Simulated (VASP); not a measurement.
# TiGeSe4 (P6/mmm) in VASP: a series of runs

The runs below take TiGeSe4 through relaxation of cell and atoms, single point, with PBE.

Program: VASP 6.6.1. These are calculated values, not measurements. Logs are shortened: lines on timing, memory, paths and dates and some standing lists are left out, and cuts for length are marked.

### Step 1. The cell of the first run

Symmetry: P6/mmm, No. 191, hexagonal system. Conventional cell: a = 4.966 Å, b = 4.966 Å, c = 5.588 Å, α = 90.00°, β = 90.00°, γ = 120.00°. Ti (site symmetry 6/mmm) has 2 Ge at 2.79 Å and 12 Se at 3.16 Å within 3.7 Å. Ge (site symmetry 6/mmm) has 2 Ti at 2.79 Å and 12 Se at 3.22 Å within 3.7 Å. Se (site symmetry 3m) has 5 Se at 2.68 to 2.91 Å and 3 Ti at 3.16 Å and 3 Ge at 3.22 Å within 3.5 Å.

The cell was generated, and may not be a known phase.

### Step 2. Relaxation of cell and atoms, PBE

INCAR

```
PREC = Accurate
ENCUT = 600
EDIFF = 1E-6
ISMEAR = 0
SIGMA = 0.1
LREAL = False
LASPH = True
NELM = 100
ALGO = Normal
ISIF = 3
LWAVE = False
LCHARG = False
GGA = PE
IBRION = 2
NSW = 90
EDIFFG = -0.04
```

KPOINTS

```
regular mesh
0
Gamma
  6 6 4
```

POSCAR

```
TiGeSe4
1.0
    4.9655490881      0.0000000000      0.0000000000
   -2.4827745440      4.3002916540      0.0000000000
    0.0000000000      0.0000000000      5.5881038723
Ti Ge Se
1 1 4
Direct
    0.0000000000      0.0000000000      0.5000000000
    0.0000000000      0.0000000000      0.0000000000
    0.3333333333      0.6666666667      0.7393513979
    0.3333333333      0.6666666667      0.2606486021
    0.6666666667      0.3333333333      0.7393513979
    0.6666666667      0.3333333333      0.2606486021
```

Potentials or basis: VASP PAW PBE potentials, release 64 (Ti_sv, Ge_d, Se).

Command:

```bash
$ cat potpaw_PBE.64/Ti_sv/POTCAR potpaw_PBE.64/Ge_d/POTCAR potpaw_PBE.64/Se/POTCAR > POTCAR
$ mpirun -np 1 vasp_std > vasp.out
```

OUTCAR:

```text
PREC = Accurate
   ENCUT = 600
   EDIFF = 1E-6
   ISMEAR = 0
   LREAL = False
   LASPH = True
   NELM = 100
   ISIF = 3
   GGA = PE
   IBRION = 2
   NSW = 90
   EDIFFG = -0.04

 ion  position               nearest neighbor table
   1  0.000  0.000  0.500-   2 2.79   2 2.79
   2  0.000  0.000  0.000-   1 2.79   1 2.79
   3  0.333  0.667  0.739-   4 2.68
   4  0.333  0.667  0.261-   3 2.68
   5  0.667  0.333  0.739-   6 2.68
   6  0.667  0.333  0.261-   5 2.68

  LATTYP: Found a hexagonal cell.
 ALAT       =     4.9655490881
 C/A-ratio  =     1.1253748122

  Lattice vectors:

 A1 = (   4.9655490881,   0.0000000000,   0.0000000000)
 A2 = (  -2.4827745440,   4.3002916540,   0.0000000000)
 A3 = (   0.0000000000,   0.0000000000,   5.5881038723)

Analysis of symmetry for initial positions (statically):
=====================================================================
 Subroutine PRICEL returns:
 Original cell was already a primitive cell.

 Routine SETGRP: Setting up the symmetry group for a
 hexagonal supercell.

 Subroutine GETGRP returns: Found 24 space group operations
 (whereof 24 operations were pure point group operations)
 out of a pool of 24 trial point group operations.

The static configuration has the point symmetry D_6h.

Analysis of symmetry for dynamics (positions and initial velocities):
=====================================================================
 Subroutine PRICEL returns:
 Original cell was already a primitive cell.

 Routine SETGRP: Setting up the symmetry group for a
 hexagonal supercell.

 Subroutine GETGRP returns: Found 24 space group operations
 (whereof 24 operations were pure point group operations)
 out of a pool of 24 trial point group operations.

The dynamic configuration has the point symmetry D_6h.

 Subroutine INISYM returns: Found 24 space group operations
 (whereof 24 operations are pure point group operations),
 and found     1 'primitive' translations

----------------------------------------------------------------------------------------

                                     Primitive cell

  volume of cell :     119.3245
[... 76 lines left out ...]
   number of dos      NEDOS =    301   number of ions     NIONS =      6
   total plane-waves  NPLWV =  76800
   dimension x,y,z NGX =    40 NGY =   40 NGZ =   48
   dimension x,y,z NGXF=    80 NGYF=   80 NGZF=   96
   ions per type =               1   1   4
   NGX,Y,Z   is equivalent  to a cutoff of  13.39, 13.39, 14.28 a.u.
   NGXF,Y,Z  is equivalent  to a cutoff of  26.78, 26.78, 28.56 a.u.
 SYSTEM =  unknown system
   PREC   = accura    normal or accurate (medium, high low for compatibility)
   ISTART =      0    job   : 0-new  1-cont  2-samecut
   ICHARG =      2    charge: 1-file 2-atom 10-const
   ISPIN  =      1    spin polarized calculation?
   LNONCOLLINEAR =      F non collinear calculations
   LSORBIT =      F    spin-orbit coupling
   LASPH  =      T    aspherical Exc in radial PAW
   ENCUT  =  600.0 eV  44.10 Ry    6.64 a.u.   9.92  9.92 11.16*2*pi/ulx,y,z
   NELM   =    100;   NELMIN=  2; NELMDL= -5     # of ELM steps
   EDIFF  = 0.1E-05   stopping-criterion for ELM
   LREAL  =      F    real-space projection
   EDIFFG = -.4E-01   stopping-criterion for IOM
   NSW    =     90    number of steps for IOM
   IBRION =      2    ionic relax: 0-MD 1-quasi-New 2-CG
   NFREE  =      1    steps in history (QN), initial steepest desc. (CG)
   ISIF   =      3    stress and relaxation
   ISYM   =      2    0-nonsym 1-usesym 2-fastsym
   POTIM  = 0.5000    time-step for ionic-motion
   TEBEG  =    0.0;   TEEND  =   0.0 temperature during run
   PSTRESS=    0.0 pullay stress
   NELECT =      50.0000    total number of electrons
   NUPDOWN=      -1.0000    fix difference up-down
   EMIN   =  10.00;   EMAX   =-10.00  energy-range for DOS
   EFERMI =   0.00;   METHOD = LEGACY
   ISMEAR =     0;   SIGMA  =   0.10  broadening in eV -4-tet -1-fermi 0-gaus
   EFERMI_NEDOS =   21; number of points for ismear=-14 and -15
   IALGO  =     38    algorithm
   IMIX   =      4    mixing-type and parameters
     AMIX     =   0.40;   BMIX     =  1.00
     AMIX_MAG =   1.60;   BMIX_MAG =  1.00
  volume/ion in A,a.u.               =      19.89       134.21
  Fermi-wavevector in a.u.,A,eV,Ry     =   1.225053  2.315015 20.419016  1.500755
  Thomas-Fermi vector in A             =   2.360105
   LORBIT       =      0    0 simple, 1 ext, 2 COOP (PROOUT), +10 PAW based schemes
   GGA     = PE    functional components
   LHFCALC =     F    Hartree Fock is set to
   AEXX    =    0.0000 exact exchange contribution
   IVDW    =     0    specifies the selected vdW correction
   LEPSILON=     F    determine dielectric tensor
   LRPA    =     F    only Hartree local field effects (RPA)
 conjugate gradient relaxation of ions
 non-spin polarized calculation
 Gauss-broadening in eV      SIGMA  =   0.10
  energy-cutoff  :      600.00
  volume of cell :      119.32
 maximum number of plane-waves:      4008
 NGX is ok and might be reduce to    40
   NGX = 19   NGY = 19   NGZ = 23

--------------------------------------- Ionic step        1  -------------------------------------------

 number of electron      50.0000011 magnetization

 Free energy of the ion-electron system (eV)
  ---------------------------------------------------
  ext. energy  EPLUGINS =         0.00000000
  ---------------------------------------------------
  free energy    TOTEN  =       -25.44285315 eV

  energy without entropy =      -25.41901240  energy(sigma->0) =      -25.43093278

------------------------ aborting loop because EDIFF is reached ----------------------------------------

  FORCE on cell =-STRESS in cart. coord.  units (eV):
  Direction    XX          YY          ZZ          XY          YZ          ZX
  --------------------------------------------------------------------------------------
  -------------------------------------------------------------------------------------
  Total        0.4299307      0.4299307      0.4477510      0.0000000      0.0000000      0.0000000
  in kB        5.7727051      5.7727051      6.0119799      0.0000000      0.0000000      0.0000000
  external PRESSURE =       5.8524633 kB  Pullay stress =       0.0000000 kB
[... 227 lines left out ...]
--------------------------------------- Ionic step        7  -------------------------------------------

 number of electron      49.9999998 magnetization

 Free energy of the ion-electron system (eV)
  ---------------------------------------------------
  ext. energy  EPLUGINS =         0.00000000
  ---------------------------------------------------
  free energy    TOTEN  =       -25.46033495 eV

  energy without entropy =      -25.43645592  energy(sigma->0) =      -25.44839543

 E-fermi :   6.4984     XC(G=0): -10.6845

 val. band max:        6.4846574482   @ k =   0.3333  -0.0000   0.5000
 cond. band min:       6.5254426130   @ k =   0.1667  -0.0000   0.0000
 fundamental gap:      0.0407851648
 Fermi energy:         6.4984030968

 k-point     1 :       0.0000    0.0000    0.0000
  band No.  band energies     occupation
      1     -51.3725      2.00000
      2     -27.6882      2.00000
      3     -27.6882      2.00000
      4     -27.4788      2.00000
      5     -18.7560      2.00000
      6     -18.7560      2.00000
[... 715 lines left out ...]
  FREE ENERGIE OF THE ION-ELECTRON SYSTEM (eV)
  ---------------------------------------------------
  free  energy   TOTEN  =       -25.4603349459 eV

  energy  without entropy=      -25.4364559189  energy(sigma->0) =      -25.44839543

 reached required accuracy - stopping structural energy minimisation
```

CONTCAR:

```text
TiGeSe4
   1.00000000000000
     4.9415379317700898   -0.0000000000002874    0.0000000000000000
    -2.4707689658355352    4.2794973826446929    0.0000000000000000
    -0.0000000000000000    0.0000000000000000    5.6822728483309826
  Ti              Ge              Se
     1     1     4
Direct
     0.0000000000000000    0.0000000000000000    0.5000000000000000
     0.0000000000000000    0.0000000000000000    0.0000000000000000
     0.3333333332999970    0.6666666667000030    0.7331429488300704
     0.3333333332999970    0.6666666667000030    0.2668570511699297
     0.6666666667000030    0.3333333332999970    0.7331429488300704
     0.6666666667000030    0.3333333332999970    0.2668570511699297

  0.00000000E+00  0.00000000E+00  0.00000000E+00
  0.00000000E+00  0.00000000E+00  0.00000000E+00
  0.00000000E+00  0.00000000E+00  0.00000000E+00
  0.00000000E+00  0.00000000E+00  0.00000000E+00
  0.00000000E+00  0.00000000E+00  0.00000000E+00
  0.00000000E+00  0.00000000E+00  0.00000000E+00
```

Run time: 11 min. Hardware: 1 thread of AMD EPYC 7R13 (Zen 3), shared host; peak memory 0.3 GiB.

What came out:

- Free energy: -25.4603 eV
- Relaxed volume: 20.03 Å³/atom
- Relaxed cell: a = 4.942 Å, b = 4.942 Å, c = 5.682 Å, α = 90.00°, β = 90.00°, γ = 120.00°
- Space group after relaxing (to 0.1 Å): P6/mmm (No. 191)
- Energy gained by relaxing: 2.9 meV/atom
- Ionic steps: 7
- Pressure after relaxing: 0.1 GPa
- Largest force after relaxing: 0.014 eV/Å
- Band gap on the k mesh: zero (bands 25 and 26 overlap by 2.24 eV)

Forces in eV/Å, atoms in the order of the input:
```
Ti   0.000  0.000  0.000
Ge   0.000  0.000  0.000
Se   0.000  0.000 -0.014
Se   0.000  0.000  0.014
Se   0.000  0.000 -0.014
Se   0.000  0.000  0.014
```

Stress tensor (GPa, compression positive):
```
0.16 0.00 0.00
0.00 0.16 0.00
0.00 0.00 0.02
```

Step by step:
| step | energy change (eV) | largest force (eV/Å) | pressure (GPa) | volume (Å³) |
| --- | --- | --- | --- | --- |
| 1 | 0.0000 | 0.2439 | 0.59 | 119.32 |
| 2 | -0.0104 | 0.1276 | -0.15 | 120.58 |
| 3 | -0.0115 | 0.0759 | -0.47 | 121.17 |
| 4 | -0.0146 | 0.0044 | -0.02 | 120.47 |
| 5 | -0.0147 | 0.0292 | 0.16 | 120.25 |
| 6 | -0.0168 | 0.0126 | 0.16 | 120.22 |
| 7 | -0.0175 | 0.0142 | 0.11 | 120.16 |

Final structure:
```xyz
6
Lattice="4.9415 0.0000 0.0000 -2.4708 4.2795 0.0000 0.0000 0.0000 5.6823" Properties=species:S:1:pos:R:3 pbc="T T T"
Ti    0.0000    0.0000    2.8411
Ge    0.0000    0.0000    0.0000
Se    0.0000    2.8530    4.1659
Se    0.0000    2.8530    1.5164
Se    2.4708    1.4265    4.1659
Se    2.4708    1.4265    1.5164
```

Levels at points of the mesh, in eV from the Fermi level:
| k point | band 22 | band 23 | band 24 | band 25 | band 26 | band 27 | band 28 | band 29 |
| --- | --- | --- | --- | --- | --- | --- | --- | --- |
| (0.00, 0.00, 0.00) | -3.44 | -1.69 | -1.69 | -0.49 | 0.55 | 0.55 | 0.78 | 1.50 |
| (0.50, 0.00, 0.00) | -1.39 | -0.33 | 0.32 | 0.45 | 0.85 | 0.92 | 1.10 | 1.32 |
| (0.00, 0.00, 0.50) | -2.47 | -2.12 | -2.12 | -1.91 | -1.65 | -0.02 | 0.92 | 0.92 |
| (0.50, 0.00, 0.50) | -1.25 | -1.18 | -1.18 | -1.11 | -1.03 | 0.54 | 0.66 | 0.71 |

### Step 3. Single point, PBE

This run uses another cell than the first one, of 20.08 Å³/atom.

INCAR

```
SYSTEM = TiGeSe4
ALGO = Normal
EDIFF = 1E-6
ENCUT = 520
GGA = PE
ISIF = 2
ISMEAR = 0
LASPH = .True.
LCHARG = .True.
LELF = .True.
LREAL = .False.
LVHAR = .True.
LWAVE = .False.
NBANDS = 34
NELM = 60
PREC = Accurate
SIGMA = 0.1
```

KPOINTS

```
k-points
0
Gamma
  12 12 8
  0 0 0
```

POSCAR

```
TiGeSe4
1.0
    4.9839301001      0.0000000000      0.0000000000
   -2.4919650501      4.3162100774      0.0000000000
    0.0000000000      0.0000000000      5.6015192908
Ti Ge Se
1 1 4
Direct
    0.0000000000      0.0000000000      0.5000000000
    0.0000000000      0.0000000000      0.0000000000
    0.3333333333      0.6666666667      0.7352102444
    0.3333333333      0.6666666667      0.2647897556
    0.6666666667      0.3333333333      0.7352102444
    0.6666666667      0.3333333333      0.2647897556
```

Potentials or basis: VASP PAW PBE potentials, release 64 (Ti_sv, Ge_d, Se).

Command:

```bash
$ cat potpaw_PBE.64/Ti_sv/POTCAR potpaw_PBE.64/Ge_d/POTCAR potpaw_PBE.64/Se/POTCAR > POTCAR
$ mpirun -np 1 vasp_std > vasp.out
```

It took 6.3 min on 1 thread of AMD EPYC 7R13 (Zen 3), shared host; peak memory 0.48 GiB.

It converged, with:

* Free energy: -25.4401 eV
* Pressure: 0.1 GPa
* Largest force: 0.010 eV/Å
* Band gap on the k mesh: zero (bands 25 and 26 overlap by 2.29 eV)

Forces on the atoms (eV/Å):
```
Ti   0.000  0.000  0.000
Ge   0.000  0.000  0.000
Se   0.000  0.000  0.010
Se   0.000  0.000 -0.010
Se   0.000  0.000  0.010
Se   0.000  0.000 -0.010
```

Levels at points of the mesh, in eV from the Fermi level:
```
           k point  band 22  band 23  band 24  band 25  band 26  band 27  band 28  band 29
(0.00, 0.00, 0.00)    -3.57    -1.72    -1.72    -0.55     0.45     0.45     0.74     1.74
(0.50, 0.00, 0.00)    -1.54    -0.42     0.28     0.32     0.75     0.91     1.02     1.23
(0.00, 0.00, 0.50)    -2.58    -2.20    -2.20    -2.07    -1.66    -0.20     0.82     0.82
(0.50, 0.00, 0.50)    -1.40    -1.39    -1.29    -1.27    -1.15     0.41     0.50     0.53
```

The gap in the log of VASP goes by the Fermi energy; the results here count the filled bands.